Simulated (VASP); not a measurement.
# Y (Fd-3m) in VASP: further runs

Y is run at these levels: PBE; tasks: single point.

All numbers are computed with VASP 6.6.1; they aren't measurements. Logs are shortened: lines on timing, memory, paths and dates and some standing lists are left out, and cuts for length are marked.

### 1 The cell of the first run

The structure is cubic, space group Fd-3m (No. 227). Conventional cell: a = 6.745 Å, b = 6.745 Å, c = 6.745 Å, α = 90.00°, β = 90.00°, γ = 90.00°. Y (site symmetry -43m) has 4 Y at 2.92 Å within 3.8 Å.

This isn't the form of Y at room conditions, which is hcp.

### 2 Single point, PBE

File INCAR:

```
  PREC = Accurate
  ENCUT = 500
  EDIFF = 1E-6
  ISMEAR = 0
  SIGMA = 0.1
  LREAL = F
  LASPH = T
  NELM = 120
  ALGO = Normal
  ISIF = 2
  LWAVE = F
  LCHARG = T
  GGA = PE
  LELF = T
  LVHAR = T
  NBANDS = 18
  GGA_COMPAT = F
```

File KPOINTS:

```
Automatic mesh
0
Gamma
  6 6 6
```

File POSCAR:

```
Y
1.0
    0.0000000000      3.3723049690      3.3723049690
    3.3723049690      0.0000000000      3.3723049690
    3.3723049690      3.3723049690      0.0000000000
Y
2
Direct
    0.5000000000      0.5000000000      0.5000000000
    0.7500000000      0.7500000000      0.7500000000
```

Potentials or basis: VASP PAW PBE potentials, release 64 (Y_sv).

Launch:

```
$ cat potpaw_PBE.64/Y_sv/POTCAR > POTCAR
$ mpirun -np 1 vasp_std > vasp.out
```

OUTCAR:

```text
PREC = Accurate
   ENCUT = 500
   EDIFF = 1E-6
   ISMEAR = 0
   LREAL = F
   LASPH = T
   NELM = 120
   ISIF = 2
   GGA = PE

 ion  position               nearest neighbor table
   1  0.500  0.500  0.500-   2 2.92   2 2.92   2 2.92   2 2.92
   2  0.750  0.750  0.750-   1 2.92   1 2.92   1 2.92   1 2.92

  LATTYP: Found a face centered cubic cell.
 ALAT       =     6.7446099380

  Lattice vectors:

 A1 = (   0.0000000000,   3.3723049690,   3.3723049690)
 A2 = (   3.3723049690,   0.0000000000,   3.3723049690)
 A3 = (   3.3723049690,   3.3723049690,   0.0000000000)

Analysis of symmetry for initial positions (statically):
=====================================================================
 Subroutine PRICEL returns:
 Original cell was already a primitive cell.

 Routine SETGRP: Setting up the symmetry group for a
 face centered cubic supercell.

 Subroutine GETGRP returns: Found 48 space group operations
 (whereof 24 operations were pure point group operations)
 out of a pool of 48 trial point group operations.

The static configuration has the point symmetry T_d .
 The point group associated with its full space group is O_h .

Analysis of symmetry for dynamics (positions and initial velocities):
=====================================================================
 Subroutine PRICEL returns:
 Original cell was already a primitive cell.

 Routine SETGRP: Setting up the symmetry group for a
 face centered cubic supercell.

 Subroutine GETGRP returns: Found 48 space group operations
 (whereof 24 operations were pure point group operations)
 out of a pool of 48 trial point group operations.

The dynamic configuration has the point symmetry T_d .
 The point group associated with its full space group is O_h .

 Subroutine INISYM returns: Found 48 space group operations
 (whereof 24 operations are pure point group operations),
 and found     1 'primitive' translations

----------------------------------------------------------------------------------------

                                     Primitive cell

  volume of cell :      76.7027

  direct lattice vectors                    reciprocal lattice vectors
     0.000000000  3.372304969  3.372304969    -0.148266543  0.148266543  0.148266543
     3.372304969  0.000000000  3.372304969     0.148266543 -0.148266543  0.148266543
     3.372304969  3.372304969  0.000000000     0.148266543  0.148266543 -0.148266543

  length of vectors
     4.769159424  4.769159424  4.769159424     0.256805186  0.256805186  0.256805186

  position of ions in fractional coordinates (direct lattice)
     0.500000000  0.500000000  0.500000000
     0.750000000  0.750000000  0.750000000

  ion indices of the primitive-cell ions
   primitive index   ion index
                 1           1
                 2           2

----------------------------------------------------------------------------------------

 KPOINTS: Automatic mesh

Automatic generation of k-mesh.
 Grid dimensions read from file:
 generate k-points for:    6    6    6

 Generating k-lattice:

  Cartesian coordinates                     Fractional coordinates (reciprocal lattice)
    -0.024711091  0.024711091  0.024711091     0.166666667  0.000000000  0.000000000
     0.024711091 -0.024711091  0.024711091     0.000000000  0.166666667  0.000000000
     0.024711091  0.024711091 -0.024711091     0.000000000  0.000000000  0.166666667

  Length of vectors
     0.042800864  0.042800864  0.042800864

  Shift w.r.t. Gamma in fractional coordinates (k-lattice)
     0.000000000  0.000000000  0.000000000

 Subroutine IBZKPT returns following result:
 ===========================================

 Found     16 irreducible k-points:

 Following reciprocal coordinates:
            Coordinates               Weight
  0.000000  0.000000  0.000000      1.000000
  0.166667  0.000000  0.000000      8.000000
  0.333333  0.000000  0.000000      8.000000
  0.500000  0.000000  0.000000      4.000000
  0.166667  0.166667  0.000000      6.000000
  0.333333  0.166667  0.000000     24.000000
[... 8 lines left out ...]
 -0.333333  0.333333  0.166667     24.000000
 -0.333333  0.500000  0.166667     12.000000
   k-points           NKPTS =     16   k-points in BZ     NKDIM =     16   number of bands    NBANDS=     18
   number of dos      NEDOS =    301   number of ions     NIONS =      2
   total plane-waves  NPLWV =  46656
   dimension x,y,z NGX =    36 NGY =   36 NGZ =   36
   dimension x,y,z NGXF=    72 NGYF=   72 NGZF=   72
   ions per type =               2
   NGX,Y,Z   is equivalent  to a cutoff of  12.55, 12.55, 12.55 a.u.
   NGXF,Y,Z  is equivalent  to a cutoff of  25.10, 25.10, 25.10 a.u.
 SYSTEM =  unknown system
   PREC   = accura    normal or accurate (medium, high low for compatibility)
   ISTART =      0    job   : 0-new  1-cont  2-samecut
   ICHARG =      2    charge: 1-file 2-atom 10-const
   ISPIN  =      1    spin polarized calculation?
   LNONCOLLINEAR =      F non collinear calculations
   LSORBIT =      F    spin-orbit coupling
   LASPH  =      T    aspherical Exc in radial PAW
   ENCUT  =  500.0 eV  36.75 Ry    6.06 a.u.   8.70  8.70  8.70*2*pi/ulx,y,z
   NELM   =    120;   NELMIN=  2; NELMDL= -5     # of ELM steps
   EDIFF  = 0.1E-05   stopping-criterion for ELM
   LREAL  =      F    real-space projection
   EDIFFG = 0.1E-04   stopping-criterion for IOM
   NSW    =      0    number of steps for IOM
   IBRION =     -1    ionic relax: 0-MD 1-quasi-New 2-CG
   NFREE  =      0    steps in history (QN), initial steepest desc. (CG)
   ISIF   =      2    stress and relaxation
   ISYM   =      2    0-nonsym 1-usesym 2-fastsym
   POTIM  = 0.5000    time-step for ionic-motion
   TEBEG  =    0.0;   TEEND  =   0.0 temperature during run
   PSTRESS=    0.0 pullay stress
   NELECT =      22.0000    total number of electrons
   NUPDOWN=      -1.0000    fix difference up-down
   EMIN   =  10.00;   EMAX   =-10.00  energy-range for DOS
   EFERMI =   0.00;   METHOD = LEGACY
   ISMEAR =     0;   SIGMA  =   0.10  broadening in eV -4-tet -1-fermi 0-gaus
   EFERMI_NEDOS =   21; number of points for ismear=-14 and -15
   IALGO  =     38    algorithm
   IMIX   =      4    mixing-type and parameters
     AMIX     =   0.40;   BMIX     =  1.00
     AMIX_MAG =   1.60;   BMIX_MAG =  1.00
  volume/ion in A,a.u.               =      38.35       258.81
  Fermi-wavevector in a.u.,A,eV,Ry     =   1.079640  2.040223 15.859251  1.165622
  Thomas-Fermi vector in A             =   2.215610
   LORBIT       =      0    0 simple, 1 ext, 2 COOP (PROOUT), +10 PAW based schemes
   GGA     = PE    functional components
   LHFCALC =     F    Hartree Fock is set to
   AEXX    =    0.0000 exact exchange contribution
   IVDW    =     0    specifies the selected vdW correction
   LEPSILON=     F    determine dielectric tensor
   LRPA    =     F    only Hartree local field effects (RPA)
 non-spin polarized calculation
 Gauss-broadening in eV      SIGMA  =   0.10
  energy-cutoff  :      500.00
  volume of cell :       76.70
 maximum number of plane-waves:      1964
   NGX = 17   NGY = 17   NGZ = 17

 number of electron      22.0000000 magnetization

 Free energy of the ion-electron system (eV)
  ---------------------------------------------------
  ext. energy  EPLUGINS =         0.00000000
  ---------------------------------------------------
  free energy    TOTEN  =        -8.88558813 eV

  energy without entropy =       -8.87618323  energy(sigma->0) =       -8.88088568

 E-fermi :   1.8898     XC(G=0):  -8.6399

 val. band max:        1.8529165226   @ k =   0.3333   0.3333   0.0000
 cond. band min:       1.9253929787   @ k =   0.5000   0.1667   0.0000
 fundamental gap:      0.0724764562
 Fermi energy:         1.8898475206

 k-point     1 :       0.0000    0.0000    0.0000
  band No.  band energies     occupation
      1     -41.3184      2.00000
      2     -40.8847      2.00000
      3     -21.5830      2.00000
      4     -21.5830      2.00000
      5     -21.5830      2.00000
      6     -20.7611      2.00000
[... 10 lines left out ...]
     17       4.1607      0.00000
     18       7.5336      0.00000

 k-point     2 :       0.1667    0.0000    0.0000
  band No.  band energies     occupation
      1     -41.2975      2.00000
      2     -40.9066      2.00000
      3     -21.6097      2.00000
      4     -21.6097      2.00000
      5     -21.5837      2.00000
      6     -20.7634      2.00000
[... 10 lines left out ...]
     17       4.1348      0.00000
     18       7.4218      0.00000

 k-point     3 :       0.3333    0.0000    0.0000
  band No.  band energies     occupation
      1     -41.2464      2.00000
      2     -40.9597      2.00000
      3     -21.6583      2.00000
      4     -21.6583      2.00000
      5     -21.5874      2.00000
      6     -20.7650      2.00000
[... 10 lines left out ...]
     17       4.5954      0.00000
     18       7.0213      0.00000

 k-point     4 :       0.5000    0.0000    0.0000
  band No.  band energies     occupation
      1     -41.2119      2.00000
      2     -40.9953      2.00000
      3     -21.6806      2.00000
      4     -21.6806      2.00000
      5     -21.5904      2.00000
      6     -20.7643      2.00000
[... 207 lines left out ...]
      4     -21.7203      2.00000
      5     -21.3973      2.00000
      6     -20.9575      2.00000
[... 10 lines left out ...]
     17       4.9374      0.00000
     18       5.5183      0.00000

 k-point    15 :      -0.3333    0.3333    0.1667
  band No.  band energies     occupation
      1     -41.1583      2.00000
      2     -41.0500      2.00000
      3     -21.7913      2.00000
      4     -21.7425      2.00000
      5     -21.3366      2.00000
      6     -21.0162      2.00000
[... 10 lines left out ...]
     17       4.9174      0.00000
     18       6.1321      0.00000

 k-point    16 :      -0.3333    0.5000    0.1667
  band No.  band energies     occupation
      1     -41.1043      2.00000
      2     -41.1043      2.00000
      3     -21.7828      2.00000
      4     -21.7828      2.00000
      5     -21.1791      2.00000
      6     -21.1791      2.00000
[... 10 lines left out ...]
     17       5.9252      0.00000
     18       5.9252      0.00000

------------------------ aborting loop because EDIFF is reached ----------------------------------------

  FORCE on cell =-STRESS in cart. coord.  units (eV):
  Direction    XX          YY          ZZ          XY          YZ          ZX
  --------------------------------------------------------------------------------------
  -------------------------------------------------------------------------------------
  Total        0.7250215      0.7250215      0.7250215      0.0000000      0.0000000      0.0000000
  in kB       15.1443613     15.1443613     15.1443613      0.0000000      0.0000000      0.0000000
  external PRESSURE =      15.1443613 kB  Pullay stress =       0.0000000 kB

 VOLUME and BASIS-vectors are now :
 -----------------------------------------------------------------------------
  energy-cutoff  :      500.00
  volume of cell :       76.70
      direct lattice vectors                 reciprocal lattice vectors
     0.000000000  3.372304969  3.372304969    -0.148266543  0.148266543  0.148266543
     3.372304969  0.000000000  3.372304969     0.148266543 -0.148266543  0.148266543
     3.372304969  3.372304969  0.000000000     0.148266543  0.148266543 -0.148266543

 POSITION                                       TOTAL-FORCE (eV/Angst)
 -----------------------------------------------------------------------------------
      3.37230      3.37230      3.37230        -0.000000     -0.000000     -0.000000
      5.05846      5.05846      5.05846         0.000000      0.000000      0.000000
 -----------------------------------------------------------------------------------
    total drift:                                0.000000      0.000000      0.000000

  FREE ENERGIE OF THE ION-ELECTRON SYSTEM (eV)
  ---------------------------------------------------
  free  energy   TOTEN  =        -8.8855881331 eV

  energy  without entropy=       -8.8761832275  energy(sigma->0) =       -8.88088568
```

Wall time 56 s (1 thread of Intel Xeon 8259CL, shared host); peak memory 0.21 GiB.

Results:

- Free energy: -8.8856 eV
- Pressure: 1.5 GPa
- Band gap on the k mesh: zero (bands 11 and 12 overlap by 0.48 eV)

Levels at points of the mesh, in eV from the Fermi level:
```csv
k point,band 7,band 8,band 9,band 10,band 11,band 12,band 13,band 14,band 15,band 16
"(0.00, 0.00, 0.00)",-22.65,-22.65,-3.76,-0.17,-0.17,0.56,0.56,0.56,2.27,2.27
"(0.50, 0.00, 0.00)",-22.54,-22.54,-1.57,-0.76,-0.16,-0.16,0.53,0.53,0.86,3.29
"(0.50, 0.50, 0.00)",-22.44,-22.44,-1.21,-1.21,0.25,0.25,0.63,0.63,2.14,2.14
```

### 3 Single point, PBE

This run uses another cell than the first one, of 43.50 Å³/atom.

File INCAR:

```
SYSTEM = Y
ALGO = Normal
EDIFF = 1E-6
ENCUT = 500
GGA = PE
GGA_COMPAT = .FALSE.
ISIF = 2
ISMEAR = 0
LASPH = .TRUE.
LCHARG = .TRUE.
LELF = .TRUE.
LREAL = .FALSE.
LVHAR = .TRUE.
LWAVE = .FALSE.
NBANDS = 18
NELM = 120
PREC = Accurate
SIGMA = 0.1
```

File KPOINTS:

```
k-points
0
G
  10 10 10
  0 0 0
```

File POSCAR:

```
Y
1.0
    0.0000000000      3.5169432857      3.5169432857
    3.5169432857      0.0000000000      3.5169432857
    3.5169432857      3.5169432857      0.0000000000
Y
2
Direct
    0.5000000000      0.5000000000      0.5000000000
    0.7500000000      0.7500000000      0.7500000000
```

Potentials or basis: VASP PAW PBE potentials, release 64 (Y_sv).

Launch:

```
$ cat potpaw_PBE.64/Y_sv/POTCAR > POTCAR
$ mpirun -np 1 vasp_std > vasp.out
```

OUTCAR:

```text
SYSTEM = Y
   EDIFF = 1E-6
   ENCUT = 500
   GGA = PE
   ISIF = 2
   ISMEAR = 0
   LASPH = .TRUE.
   LREAL = .FALSE.
   NELM = 120
   PREC = Accurate

 ion  position               nearest neighbor table
   1  0.500  0.500  0.500-   2 3.05   2 3.05   2 3.05   2 3.05
   2  0.750  0.750  0.750-   1 3.05   1 3.05   1 3.05   1 3.05

  LATTYP: Found a face centered cubic cell.
 ALAT       =     7.0338865714

  Lattice vectors:

 A1 = (   0.0000000000,   3.5169432857,   3.5169432857)
[... 692 lines left out ...]
------------------------ aborting loop because EDIFF is reached ----------------------------------------

  FORCE on cell =-STRESS in cart. coord.  units (eV):
  Direction    XX          YY          ZZ          XY          YZ          ZX
  --------------------------------------------------------------------------------------
  -------------------------------------------------------------------------------------
  Total        0.0198474      0.0198474      0.0198474     -0.0000000     -0.0000000      0.0000000
  in kB        0.3655012      0.3655012      0.3655012     -0.0000000     -0.0000000      0.0000000
  external PRESSURE =       0.3655012 kB  Pullay stress =       0.0000000 kB

 VOLUME and BASIS-vectors are now :
 -----------------------------------------------------------------------------
  energy-cutoff  :      500.00
  volume of cell :       87.00
      direct lattice vectors                 reciprocal lattice vectors
     0.000000000  3.516943286  3.516943286    -0.142168912  0.142168912  0.142168912
     3.516943286  0.000000000  3.516943286     0.142168912 -0.142168912  0.142168912
     3.516943286  3.516943286  0.000000000     0.142168912  0.142168912 -0.142168912

 POSITION                                       TOTAL-FORCE (eV/Angst)
 -----------------------------------------------------------------------------------
      3.51694      3.51694      3.51694         0.000000      0.000000      0.000000
      5.27541      5.27541      5.27541        -0.000000     -0.000000     -0.000000
 -----------------------------------------------------------------------------------
    total drift:                                0.000000      0.000000      0.000000

  FREE ENERGIE OF THE ION-ELECTRON SYSTEM (eV)
  ---------------------------------------------------
  free  energy   TOTEN  =        -8.9163483863 eV

  energy  without entropy=       -8.8962136272  energy(sigma->0) =       -8.90628101
```

OSZICAR:

```text
N       E                     dE             d eps       ncg     rms          rms(c)
DAV:   1     0.929586225828E+02    0.92959E+02   -0.10919E+04  1700   0.109E+03
DAV:   2    -0.818314328429E+00   -0.93777E+02   -0.92232E+02  2138   0.253E+02
DAV:   3    -0.896917953702E+01   -0.81509E+01   -0.79163E+01  3082   0.418E+01
DAV:   4    -0.924562087578E+01   -0.27644E+00   -0.27547E+00  2180   0.827E+00
DAV:   5    -0.925278944724E+01   -0.71686E-02   -0.71658E-02  2340   0.113E+00    0.169E+01
DAV:   6    -0.891927586880E+01    0.33351E+00   -0.73922E-01  1772   0.369E+00    0.995E+00
DAV:   7    -0.892197462525E+01   -0.26988E-02   -0.77042E-01  2582   0.348E+00    0.154E+00
DAV:   8    -0.891716569033E+01    0.48089E-02   -0.13517E-01  1940   0.182E+00    0.482E-01
DAV:   9    -0.891665036299E+01    0.51533E-03   -0.10489E-02  1874   0.504E-01    0.216E-01
DAV:  10    -0.891634238232E+01    0.30798E-03   -0.16574E-03  2424   0.245E-01    0.354E-02
DAV:  11    -0.891634801063E+01   -0.56283E-05   -0.10193E-04  2488   0.542E-02    0.257E-02
DAV:  12    -0.891635024629E+01   -0.22357E-05   -0.12705E-05  1846   0.289E-02    0.383E-02
DAV:  13    -0.891634818961E+01    0.20567E-05   -0.54923E-06  1868   0.173E-02    0.196E-03
DAV:  14    -0.891634838629E+01   -0.19669E-06   -0.46067E-07  1002   0.370E-03
   1 F= -.89163484E+01 E0= -.89062810E+01  d E =-.201348E-01
```

stdout:

```text
POSCAR found type information on POSCAR Y
 POSCAR found :  1 types and       2 ions
 scaLAPACK will be used
 LDA part: xc-table for (Slater+PW92), standard interpolation
 POSCAR, INCAR and KPOINTS ok, starting setup
 FFT: planning ... GRIDC
 FFT: planning ... GRID_SOFT
 FFT: planning ... GRID
 WAVECAR not read
 entering main loop
```

It took 64 s on 1 thread of Intel Xeon 8259CL, shared host; peak memory 0.25 GiB.

What came out:

```yaml
Free_energy: -8.9163 eV
Pressure: 0.0 GPa
Band_gap_on_the_k_mesh: zero (bands 11 and 12 overlap by 0.56 eV)
```

The gap in the log of VASP goes by the Fermi energy; the results here count the filled bands.